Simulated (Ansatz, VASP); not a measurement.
**Two plane-wave programs on CrBr**

```
Cr Br
1.0
     0.00000    2.75932    2.75932
     2.75932    0.00000    2.75932
     2.75932    2.75932    0.00000
Cr Br
1 1
Direct
  0.00000 0.00000 0.00000
  0.50000 0.50000 0.50000
```

Alike in both runs: task relaxation of cell and atoms; functional PBE; k mesh 6 × 6 × 6; occupations gaussian, width 0.1 eV; collinear spin.

```csv
,VASP,Ansatz
version,VASP 6.6.1,Ansatz 0.2.0
potentials or method,"VASP PAW PBE potentials, release 64 (Cr_pv, Br), cutoff 600 eV","scalar-relativistic, plane waves, PAW"
valence electrons in the cell,19,21
```

Ansatz gave:

| Item | Value |
| --- | --- |
| gap on the k mesh at the Fermi level, each at its own relaxed structure (eV) | none |
| net moment per atom (μB) | 2.50 |
| size of the moment on the site where the two differ most (μB) | 0.06 |
| relaxed volume (Å³/atom) | 23.98 |
| relaxed cell length with the largest relative difference (Å) | 4.078 |

**Question.** What did VASP give for the same quantities?

**Answer.** gap on the k mesh at the Fermi level, each at its own relaxed structure (eV): none; net moment per atom (μB): 2.50; size of the moment on the site where the two differ most (μB): 0.03; relaxed volume (Å³/atom): 24.11; relaxed cell length with the largest relative difference (Å): 4.085.

Site moments also hang on the region over which each program counts them. A gap of «none» marks a metal or a gap that the smearing closes. VASP's potentials hold 19 valence electrons a cell and Ansatz's 21, so a difference there can come from the potentials and not from the codes.
